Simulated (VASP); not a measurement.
W, 1 atom in the cell. Symmetry: C2/m, No. 12, monoclinic system. Conventional cell: a = 3.998 Å, b = 3.973 Å, c = 2.601 Å, α = 90.00°, β = 126.26°, γ = 90.00°. Within 3.4 Å of W (site symmetry 2/m) lie 12 W at 2.60 to 3.23 Å.  This cell differs from its parent crystal: engineering shear strain xz -0.2250, normal strain along z +0.0750.

- Program: VASP 6.6.1
- Task: single point
- Functional: LDA
- Potentials or basis: VASP PAW LDA potentials, release 64 (W_sv)
- Cutoff: 520 eV
- k mesh: 20 × 20 × 20
- Occupations: gaussian, width 0.15 eV
- Spin: no spin polarisation
- Dipole correction: no
- Further INCAR settings: ALGO = Fast; EDIFF = 1e-07; NBANDS = 13

Potentials or basis: VASP PAW LDA potentials, release 64 (W_sv).

Launch:

```sh
$ cat potpaw_LDA.64/W_sv/POTCAR > POTCAR
$ mpirun -np 1 vasp_std > vasp.out
```

Hardware: 1 thread of AMD EPYC 7R43 64-Core Processor (Zen 3), on a shared host.

Estimate the wall time of this run.

It took 12 min on 1 thread of AMD EPYC 7R43 64-Core Processor (Zen 3), on a shared host, peak memory 0.45 GiB. Counts: scf iterations 15, k points 2112.
